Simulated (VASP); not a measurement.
A run of VASP 6.6.1 is set up as follows.

Contents of INCAR:

```
PREC     = Accurate       # precision mode
ENCUT    = 520            # plane-wave cutoff, eV
EDIFF    = 1E-6           # SCF threshold, eV
ISMEAR   = 0              # smearing method
SIGMA    = 0.15           # smearing width, eV
LREAL    = F              # projectors in reciprocal space
LASPH    = T              # aspherical terms in the spheres
NELM     = 80             # most SCF steps
ALGO     = Normal         # electronic algorithm
ISIF     = 2              # what is computed and relaxed
LWAVE    = F              # write WAVECAR
LCHARG   = T              # write CHGCAR
GGA      = PS             # functional
LELF     = T              # ELF
LVHAR    = T            
NBANDS   = 10             # bands
```

KPOINTS

```
regular mesh
0
Gamma
  20 20 20
```

POSCAR

```
Re
1.0
    0.0000000000      1.9750000000      1.9750000000
    1.9750000000      0.0000000000      1.9750000000
    1.9750000000      1.9750000000      0.0000000000
Re
1
Direct
    0.0000000000      0.0000000000      0.0000000000
```

Potentials or basis: VASP PAW PBE potentials, release 64 (Re).

Run with:

```sh
$ cat potpaw_PBE.64/Re/POTCAR > POTCAR
$ mpirun -np 1 vasp_std > vasp.out
```

Problem. Predict the pressure.

Solution. -19.0 GPa.

Caveat: the PAW data sets were made with another functional, which shifts forces and pressure a little.
